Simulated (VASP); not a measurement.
Write the native input for VASP 6.6.1 that does the following.

- Task: single point
- Functional: LDA
- Potentials or basis: VASP PAW LDA potentials, release 64 (Cl)
- Cutoff: 520 eV
- k mesh: 8 × 8 × 6
- Occupations: gaussian, width 0.02 eV
- Spin: no spin polarisation
- Dipole correction: no
- k mesh for the DOS: 12 × 12 × 9
- Occupations for the DOS: tetrahedron
- Further INCAR settings: ALGO = Normal; EDIFF = 1e-07

Crystal: Cl.

```
CELL_PARAMETERS angstrom
2.19014 -4.61934 0.00000
2.19014 4.61934 0.00000
0.00000 0.00000 4.33355
ATOMIC_POSITIONS crystal
Cl 0.60896 0.39104 0.00000
Cl 0.39104 0.60896 0.00000
```

One way to write it, as run:

POSCAR

```
Cl
1.0
    2.1901427851     -4.6193407658      0.0000000000
    2.1901427851      4.6193407658      0.0000000000
    0.0000000000      0.0000000000      4.3335546010
Cl
2
Direct
    0.6089612639      0.3910387361      0.0000000000
    0.3910387361      0.6089612639      0.0000000000
```

INCAR.step1

```
SYSTEM = Cl
ALGO = Normal ; EDIFF = 1E-7
ENCUT = 520 ; ISIF = 2
ISMEAR = 0 ; LASPH = .TRUE.
LCHARG = .TRUE. ; LREAL = .FALSE.
LWAVE = .FALSE. ; NBANDS = 14
NELM = 80 ; PREC = Accurate
SIGMA = 0.02
```

KPOINTS.step1

```
k-points
0
G
  8 8 6
  0 0 0
```

INCAR.step2

```
SYSTEM = Cl
ALGO = Normal ; EDIFF = 1E-7
ENCUT = 520 ; ICHARG = 11
ISIF = 2 ; ISMEAR = -5
LASPH = .TRUE. ; LCHARG = .FALSE.
LORBIT = 11 ; LREAL = .FALSE.
LWAVE = .FALSE. ; NEDOS = 1001
NELM = 80 ; PREC = Accurate
SIGMA = 0.02
```

KPOINTS.step2

```
k-points
0
G
  12 12 9
  0 0 0
```

Potentials or basis: VASP PAW LDA potentials, release 64 (Cl).

The run is started by

```console
$ cat potpaw_LDA.64/Cl/POTCAR > POTCAR
$ cp INCAR.step1 INCAR
$ cp KPOINTS.step1 KPOINTS
$ mpirun -np 1 vasp_std > vasp.out
$ cp INCAR.step2 INCAR
$ cp KPOINTS.step2 KPOINTS
$ mpirun -np 1 vasp_std > vasp.out
```

It gave:

| Item | Value |
| --- | --- |
| Valence electrons inside the program's atomic spheres | Cl 4.97 |

Wall time 2.6 min on 1 thread of Intel(R) Xeon(R) Platinum 8124M CPU @ 3.00GHz (Skylake/Cascade Lake), on a shared host, peak memory 0.28 GiB.
